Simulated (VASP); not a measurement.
# Mo (Im-3m) in VASP: a series of runs

Runs on Mo. Level: PBEsol. Tasks: single point, relaxation of cell and atoms.

All numbers are computed with VASP 6.6.1; they aren't measurements. Logs are shortened: lines on timing, memory, paths and dates and some standing lists are left out, and cuts for length are marked.

## 1. The cell of the first run

The structure is cubic, space group Im-3m (No. 229). Conventional cell: a = 3.168 Å, b = 3.168 Å, c = 3.168 Å, α = 90.00°, β = 90.00°, γ = 90.00°. Mo (site symmetry m-3m) has 14 Mo at 2.74 to 3.17 Å within 3.6 Å.

## 2. Single point, PBEsol

Input file INCAR:

```
SYSTEM = Mo
ALGO = Fast
EDIFF = 1E-6
ENCUT = 520
GGA = PS
ISIF = 2
ISMEAR = 0
LASPH = .TRUE.
LCHARG = .FALSE.
LREAL = .FALSE.
LWAVE = .FALSE.
NBANDS = 13
NELM = 60
PREC = Accurate
SIGMA = 0.1
```

Input file KPOINTS:

```
k-points
0
G
  8 8 8
  0 0 0
```

Input file POSCAR:

```
Mo
1.0
   -1.5838089700      1.5838089700      1.5838089700
    1.5838089700     -1.5838089700      1.5838089700
    1.5838089700      1.5838089700     -1.5838089700
Mo
1
Direct
    0.0000000000      0.0000000000      0.0000000000
```

Potentials or basis: VASP PAW PBE potentials, release 64 (Mo_sv).

Command:

```sh
> cat potpaw_PBE.64/Mo_sv/POTCAR > POTCAR
> mpirun -np 1 vasp_std > vasp.out
```

OUTCAR:

```text
SYSTEM = Mo
   EDIFF = 1E-6
   ENCUT = 520
   GGA = PS
   ISIF = 2
   ISMEAR = 0
   LASPH = .TRUE.
   LREAL = .FALSE.
   NELM = 60
   PREC = Accurate

 ion  position               nearest neighbor table
   1  0.000  0.000  0.000-

  LATTYP: Found a body centered cubic cell.
 ALAT       =     3.1676179400

  Lattice vectors:

 A1 = (  -1.5838089700,   1.5838089700,   1.5838089700)
 A2 = (   1.5838089700,  -1.5838089700,   1.5838089700)
 A3 = (   1.5838089700,   1.5838089700,  -1.5838089700)

Analysis of symmetry for initial positions (statically):
=====================================================================
 Subroutine PRICEL returns:
 Original cell was already a primitive cell.

 Routine SETGRP: Setting up the symmetry group for a
 body centered cubic supercell.

 Subroutine GETGRP returns: Found 48 space group operations
 (whereof 48 operations were pure point group operations)
 out of a pool of 48 trial point group operations.

The static configuration has the point symmetry O_h .

Analysis of symmetry for dynamics (positions and initial velocities):
=====================================================================
 Subroutine PRICEL returns:
 Original cell was already a primitive cell.

 Routine SETGRP: Setting up the symmetry group for a
 body centered cubic supercell.

 Subroutine GETGRP returns: Found 48 space group operations
 (whereof 48 operations were pure point group operations)
 out of a pool of 48 trial point group operations.

The dynamic configuration has the point symmetry O_h .

 Subroutine INISYM returns: Found 48 space group operations
 (whereof 48 operations are pure point group operations),
 and found     1 'primitive' translations

----------------------------------------------------------------------------------------

                                     Primitive cell

  volume of cell :      15.8916

  direct lattice vectors                    reciprocal lattice vectors
    -1.583808970  1.583808970  1.583808970     0.000000000  0.315694638  0.315694638
     1.583808970 -1.583808970  1.583808970     0.315694638  0.000000000  0.315694638
     1.583808970  1.583808970 -1.583808970     0.315694638  0.315694638  0.000000000

  length of vectors
     2.743237606  2.743237606  2.743237606     0.446459639  0.446459639  0.446459639

  position of ions in fractional coordinates (direct lattice)
     0.000000000  0.000000000  0.000000000

  ion indices of the primitive-cell ions
   primitive index   ion index
                 1           1

----------------------------------------------------------------------------------------

 KPOINTS: k-points

Automatic generation of k-mesh.
 Grid dimensions read from file:
 generate k-points for:    8    8    8

 Generating k-lattice:

  Cartesian coordinates                     Fractional coordinates (reciprocal lattice)
     0.000000000  0.039461830  0.039461830     0.125000000  0.000000000  0.000000000
     0.039461830  0.000000000  0.039461830     0.000000000  0.125000000  0.000000000
     0.039461830  0.039461830  0.000000000     0.000000000  0.000000000  0.125000000

  Length of vectors
     0.055807455  0.055807455  0.055807455

  Shift w.r.t. Gamma in fractional coordinates (k-lattice)
     0.000000000  0.000000000  0.000000000

 Subroutine IBZKPT returns following result:
 ===========================================

 Found     29 irreducible k-points:

 Following reciprocal coordinates:
            Coordinates               Weight
  0.000000  0.000000  0.000000      1.000000
  0.125000  0.000000  0.000000     12.000000
  0.250000  0.000000  0.000000     12.000000
  0.375000  0.000000  0.000000     12.000000
  0.500000  0.000000  0.000000      6.000000
  0.125000  0.125000  0.000000     24.000000
[... 16 lines left out ...]
 -0.250000  0.250000  0.250000      6.000000
 -0.375000  0.375000  0.250000     24.000000
 [... further k-points ...]
   k-points           NKPTS =     29   k-points in BZ     NKDIM =     29   number of bands    NBANDS=     13
   number of dos      NEDOS =    301   number of ions     NIONS =      1
   total plane-waves  NPLWV =   8000
   dimension x,y,z NGX =    20 NGY =   20 NGZ =   20
   dimension x,y,z NGXF=    40 NGYF=   40 NGZF=   40
   ions per type =               1
   NGX,Y,Z   is equivalent  to a cutoff of  12.12, 12.12, 12.12 a.u.
   NGXF,Y,Z  is equivalent  to a cutoff of  24.24, 24.24, 24.24 a.u.
 SYSTEM =  Mo
   PREC   = accura    normal or accurate (medium, high low for compatibility)
   ISTART =      0    job   : 0-new  1-cont  2-samecut
   ICHARG =      2    charge: 1-file 2-atom 10-const
   ISPIN  =      1    spin polarized calculation?
   LNONCOLLINEAR =      F non collinear calculations
   LSORBIT =      F    spin-orbit coupling
   LASPH  =      T    aspherical Exc in radial PAW
   ENCUT  =  520.0 eV  38.22 Ry    6.18 a.u.   5.10  5.10  5.10*2*pi/ulx,y,z
   NELM   =     60;   NELMIN=  2; NELMDL= -5     # of ELM steps
   EDIFF  = 0.1E-05   stopping-criterion for ELM
   LREAL  =      F    real-space projection
[... 7 lines left out ...]
   TEBEG  =    0.0;   TEEND  =   0.0 temperature during run
   PSTRESS=    0.0 pullay stress
   NELECT =      14.0000    total number of electrons
   NUPDOWN=      -1.0000    fix difference up-down
   EMIN   =  10.00;   EMAX   =-10.00  energy-range for DOS
   EFERMI =   0.00;   METHOD = LEGACY
   ISMEAR =     0;   SIGMA  =   0.10  broadening in eV -4-tet -1-fermi 0-gaus
   EFERMI_NEDOS =   21; number of points for ismear=-14 and -15
   IALGO  =     68    algorithm
   IMIX   =      4    mixing-type and parameters
     AMIX     =   0.40;   BMIX     =  1.00
     AMIX_MAG =   1.60;   BMIX_MAG =  1.00
  volume/ion in A,a.u.               =      15.89       107.24
  Fermi-wavevector in a.u.,A,eV,Ry     =   1.569380  2.965698 33.510508  2.462953
  Thomas-Fermi vector in A             =   2.671271
   LORBIT       =      0    0 simple, 1 ext, 2 COOP (PROOUT), +10 PAW based schemes
   GGA     = PS    functional components
   LHFCALC =     F    Hartree Fock is set to
   AEXX    =    0.0000 exact exchange contribution
   IVDW    =     0    specifies the selected vdW correction
   LEPSILON=     F    determine dielectric tensor
   LRPA    =     F    only Hartree local field effects (RPA)
 non-spin polarized calculation
 RMM-DIIS sequential band-by-band and
 Gauss-broadening in eV      SIGMA  =   0.10
  energy-cutoff  :      520.00
  volume of cell :       15.89
 maximum number of plane-waves:       439
   NGX = 11   NGY = 11   NGZ = 11

 number of electron      14.0000005 magnetization

 Free energy of the ion-electron system (eV)
  ---------------------------------------------------
  ext. energy  EPLUGINS =         0.00000000
  ---------------------------------------------------
  free energy    TOTEN  =       -11.74300316 eV

  energy without entropy =      -11.73875125  energy(sigma->0) =      -11.74087721

 E-fermi :  12.0625     XC(G=0): -13.4374

 val. band max:       11.9287376245   @ k =   0.3750   0.1250   0.0000
 cond. band min:      12.0632701644   @ k =  -0.2500   0.2500   0.1250
 fundamental gap:      0.1345325399
 Fermi energy:        12.0624633859

 k-point     1 :       0.0000    0.0000    0.0000
  band No.  band energies     occupation
      1     -49.0038      2.00000
      2     -22.3273      2.00000
      3     -22.3273      2.00000
      4     -22.3273      2.00000
      5       4.9713      2.00000
      6      10.8597      2.00000
      7      10.8597      2.00000
      8      10.8597      2.00000
      9      13.8116      0.00000
     10      13.8116      0.00000
     11      26.9849      0.00000
     12      26.9849      0.00000
     13      26.9849      0.00000

 k-point     2 :       0.1250    0.0000    0.0000
  band No.  band energies     occupation
      1     -48.9679      2.00000
      2     -22.5351      2.00000
      3     -22.3918      2.00000
      4     -22.3288      2.00000
      5       5.6218      2.00000
      6      10.5037      2.00000
      7      10.7705      2.00000
      8      11.4883      2.00000
      9      13.3897      0.00000
     10      13.8302      0.00000
     11      27.3865      0.00000
     12      28.0845      0.00000
     13      28.1020      0.00000

 k-point     3 :       0.2500    0.0000    0.0000
  band No.  band energies     occupation
      1     -48.8804      2.00000
      2     -23.0189      2.00000
      3     -22.5448      2.00000
      4     -22.3325      2.00000
      5       6.9365      2.00000
      6       9.7502      2.00000
      7      10.6430      2.00000
      8      13.2330      0.00000
      9      13.2981      0.00000
     10      13.9697      0.00000
     11      26.9235      0.00000
     12      28.1927      0.00000
     13      31.0633      0.00000

 k-point     4 :       0.3750    0.0000    0.0000
  band No.  band energies     occupation
      1     -48.7915      2.00000
      2     -23.4804      2.00000
      3     -22.6940      2.00000
      4     -22.3364      2.00000
      5       7.1468      2.00000
      6       9.1050      2.00000
      7      12.1452      0.24181
      8      13.7848      0.00000
      9      14.2664      0.00000
     10      15.5439      0.00000
     11      25.0061      0.00000
     12      25.3329      0.00000
     13      31.4270      0.00000

 k-point     5 :       0.5000    0.0000    0.0000
  band No.  band energies     occupation
      1     -48.7543      2.00000
      2     -23.6658      2.00000
      3     -22.7548      2.00000
      4     -22.3380      2.00000
      5       6.9448      2.00000
      6       8.8615      2.00000
      7      13.7442      0.00000
      8      13.8366      0.00000
      9      14.4505      0.00000
     10      16.8561      0.00000
     11      23.5743      0.00000
     12      24.0999      0.00000
     13      29.2809      0.00000

 k-point     6 :       0.1250    0.1250    0.0000
  band No.  band energies     occupation
      1     -48.9062      2.00000
      2     -22.8662      2.00000
      3     -22.4691      2.00000
      4     -22.3777      2.00000
      5       6.7039      2.00000
      6      10.1478      2.00000
      7      10.2173      2.00000
      8      12.8549      0.00000
      9      12.9824      0.00000
     10      14.0950      0.00000
     11      28.0691      0.00000
     12      28.3607      0.00000
     13      29.3850      0.00000

 k-point     7 :       0.2500    0.1250    0.0000
  band No.  band energies     occupation
      1     -48.8178      2.00000
      2     -23.2841      2.00000
      3     -22.6563      2.00000
      4     -22.4002      2.00000
      5       7.6662      2.00000
      6       9.4456      2.00000
      7      10.4691      2.00000
      8      13.2004      0.00000
      9      14.3934      0.00000
     10      15.2576      0.00000
     11      26.1199      0.00000
     12      27.1130      0.00000
     13      31.2269      0.00000
[... 193 lines left out ...]
 k-point    20 :      -0.3750    0.5000    0.1250
  band No.  band energies     occupation
      1     -48.7109      2.00000
      2     -23.4679      2.00000
      3     -22.9906      2.00000
      4     -22.5719      2.00000
      5       8.2012      2.00000
      6       9.5230      2.00000
      7      10.2707      2.00000
      8      12.9732      0.00000
      9      15.3777      0.00000
     10      18.8359      0.00000
     11      23.5614      0.00000
     12      26.0898      0.00000
     13      29.2352      0.00000

 k-point    21 :      -0.3750   -0.3750    0.1250
  band No.  band energies     occupation
      1     -48.6887      2.00000
      2     -23.2954      2.00000
      3     -23.2954      2.00000
      4     -22.5844      2.00000
      5       9.1084      2.00000
      6       9.1084      2.00000
      7       9.3763      2.00000
      8      14.4317      0.00000
      9      14.4317      0.00000
     10      22.3403      0.00000
     11      22.6709      0.00000
     12      22.6709      0.00000
     13      31.8021      0.00000

 k-point    22 :       0.2500    0.2500    0.2500
  band No.  band energies     occupation
      1     -48.7351      2.00000
      2     -23.0047      2.00000
      3     -23.0047      2.00000
      4     -23.0047      2.00000
      5       9.6057      2.00000
      6       9.6057      2.00000
      7       9.6057      2.00000
      8      14.5710      0.00000
      9      14.5710      0.00000
     10      21.5362      0.00000
     11      23.5856      0.00000
     12      23.5856      0.00000
     13      23.5856      0.00000

 k-point    23 :      -0.2500    0.2500    0.2500
  band No.  band energies     occupation
      1     -48.7748      2.00000
      2     -23.0443      2.00000
      3     -22.7811      2.00000
      4     -22.7811      2.00000
      5       8.4460      2.00000
      6       9.5751      2.00000
      7      11.5863      2.00000
      8      11.5863      2.00000
      9      13.0576      0.00000
     10      15.5171      0.00000
     11      27.2642      0.00000
     12      30.3126      0.00000
     13      30.5745      0.00000

 k-point    24 :      -0.3750    0.3750    0.2500
  band No.  band energies     occupation
      1     -48.6988      2.00000
      2     -23.3216      2.00000
      3     -22.9427      2.00000
      4     -22.8207      2.00000
      5       8.3162      2.00000
      6       8.8650      2.00000
      7      11.5821      2.00000
      8      12.3973      0.00000
      9      15.0351      0.00000
     10      17.0552      0.00000
     11      25.7802      0.00000
     12      27.7886      0.00000
     13      28.9009      0.00000

 [... further k-points ...]

------------------------ aborting loop because EDIFF is reached ----------------------------------------

  FORCE on cell =-STRESS in cart. coord.  units (eV):
  Direction    XX          YY          ZZ          XY          YZ          ZX
  --------------------------------------------------------------------------------------
  -------------------------------------------------------------------------------------
  Total       -0.8142164     -0.8142164     -0.8142164      0.0000000      0.0000000      0.0000000
  in kB      -82.0884457    -82.0884457    -82.0884457      0.0000000      0.0000000      0.0000000
  external PRESSURE =     -82.0884457 kB  Pullay stress =       0.0000000 kB

 VOLUME and BASIS-vectors are now :
 -----------------------------------------------------------------------------
  energy-cutoff  :      520.00
  volume of cell :       15.89
      direct lattice vectors                 reciprocal lattice vectors
    -1.583808970  1.583808970  1.583808970     0.000000000  0.315694638  0.315694638
     1.583808970 -1.583808970  1.583808970     0.315694638  0.000000000  0.315694638
     1.583808970  1.583808970 -1.583808970     0.315694638  0.315694638  0.000000000

 POSITION                                       TOTAL-FORCE (eV/Angst)
 -----------------------------------------------------------------------------------
      0.00000      0.00000      0.00000         0.000000     -0.000000      0.000000
 -----------------------------------------------------------------------------------
    total drift:                                0.000000     -0.000000      0.000000

  FREE ENERGIE OF THE ION-ELECTRON SYSTEM (eV)
  ---------------------------------------------------
  free  energy   TOTEN  =       -11.7430031640 eV

  energy  without entropy=      -11.7387512496  energy(sigma->0) =      -11.74087721
```

It took 8.9 s on 1 thread of Intel Xeon Platinum 8259CL at 2.50GHz (Skylake/Cascade Lake), shared host; peak memory 0.12 GiB.

Results:

* Free energy: -11.7430 eV
* Pressure: -8.2 GPa
* Band gap on the k mesh: zero (band 7 reaches 16.11 eV, above the bottom of band 8 at 10.86 eV)

Levels at points of the mesh, in eV from the Fermi level:
| k point | band 3 | band 4 | band 5 | band 6 | band 7 | band 8 | band 9 | band 10 | band 11 | band 12 |
| --- | --- | --- | --- | --- | --- | --- | --- | --- | --- | --- |
| (0.00, 0.00, 0.00) | -34.39 | -34.39 | -7.09 | -1.20 | -1.20 | -1.20 | 1.75 | 1.75 | 14.92 | 14.92 |
| (0.50, 0.00, 0.00) | -34.82 | -34.40 | -5.12 | -3.20 | 1.68 | 1.77 | 2.39 | 4.79 | 11.51 | 12.04 |
| (0.50, 0.50, 0.50) | -35.31 | -35.31 | -5.21 | -5.21 | 4.05 | 4.05 | 4.05 | 9.03 | 9.03 | 9.03 |

Caveat: the PAW data sets were made with another functional, which shifts forces and pressure a little.

(Part 1 of 2 ends here.)
